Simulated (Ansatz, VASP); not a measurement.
# BiAu: VASP beside Ansatz

```
Au Bi
1.0
     0.00000    3.23391    3.23391
     3.23391    0.00000    3.23391
     3.23391    3.23391    0.00000
Au Bi
1 1
Direct
  0.00000 0.00000 0.00000
  0.25000 0.25000 0.25000
```

Alike in both runs: task single point; functional PBE; k mesh 6 × 6 × 6; occupations gaussian, width 0.05 eV; no spin polarisation.

|  | VASP | Ansatz |
| --- | --- | --- |
| version | VASP 6.6.1 | Ansatz 0.2.0 |
| potentials or method | VASP PAW PBE potentials, release 64 (Au, Bi_d), cutoff 520 eV | scalar-relativistic, plane waves, PAW |
| valence electrons in the cell | 26 | 34 |

```tsv
	VASP	Ansatz	Ansatz less VASP
gap on the k mesh at the Fermi level (eV)	none	none	-
pressure (GPa)	-0.2	-0.1	+0.07
```

A gap of «none» marks a metal or a gap that the smearing closes. With one functional, cell and mesh, what is left measures potentials, basis and numerics. VASP's potentials hold 26 valence electrons a cell and Ansatz's 34, so a difference there can come from the potentials and not from the codes.

Neither program's run includes spin-orbit coupling.
